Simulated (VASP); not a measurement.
Wanted: the native input for a VASP 6.6.1 run.

```yaml
Task: relaxation of shape and atoms at fixed volume
Functional: PBE
Potentials_or_basis: VASP PAW PBE potentials, release 64 (Cr_pv, Ge_d, Mo_sv)
Cutoff: 600 eV
k_mesh: 12 × 12 × 6
Occupations: gaussian, width 0.1 eV
Spin: no spin polarisation
Dipole_correction: no
Further_INCAR_settings: ALGO = Fast; EDIFF = 1e-07; IBRION = 2; EDIFFG = -0.01; NSW = 50; ISIF = 4
```

The structure of CrGe4Mo lies in POSCAR:

```
CrGe4Mo
1.0
    3.3543242895      0.0000000000      0.0000000000
    0.0000000000      3.3543242895      0.0000000000
    0.0000000000      0.0000000000      8.3324918056
Cr Ge Mo
1 4 1
Direct
    0.0000000000      0.0000000000      0.0000000000
    0.0000000000      0.0000000000      0.6652166940
    0.5000000000      0.5000000000      0.1560563019
    0.0000000000      0.0000000000      0.3347833060
    0.5000000000      0.5000000000      0.8439436981
    0.5000000000      0.5000000000      0.5000000000
```

These files were run (other wordings do the same):

INCAR

```
SYSTEM = CrGe4Mo
  PREC = Accurate
  ENCUT = 600
  EDIFF = 1E-7
  ISMEAR = 0
  SIGMA = 0.1
  LREAL = .FALSE.
  LASPH = .TRUE.
  NELM = 80
  ALGO = Fast
  ISIF = 4
  LWAVE = .FALSE.
  LCHARG = .FALSE.
  GGA = PE
  IBRION = 2
  NSW = 50
  EDIFFG = -0.01
```

KPOINTS

```
Automatic mesh
0
G
  12 12 6
  0 0 0
```

Potentials or basis: VASP PAW PBE potentials, release 64 (Cr_pv, Ge_d, Mo_sv).

Command:

```console
$ cat potpaw_PBE.64/Cr_pv/POTCAR potpaw_PBE.64/Ge_d/POTCAR potpaw_PBE.64/Mo_sv/POTCAR > POTCAR
$ mpirun -np 1 vasp_std > vasp.out
```

Results of the run:

```
Energy gained by relaxing    : 0.1 meV/atom
Ionic steps                  : 4
Pressure after relaxing      : -7.5 GPa
Largest force after relaxing : 0.004 eV/Å
Band gap on the k mesh       : zero (bands 41 and 42 overlap by 0.69 eV)
```

Caveat: the run has no spin polarisation, though such a crystal can be magnetic.

It took 43 min on 1 thread of Oxide Virtual Turin-like Processor, on a shared host, peak memory 0.61 GiB.
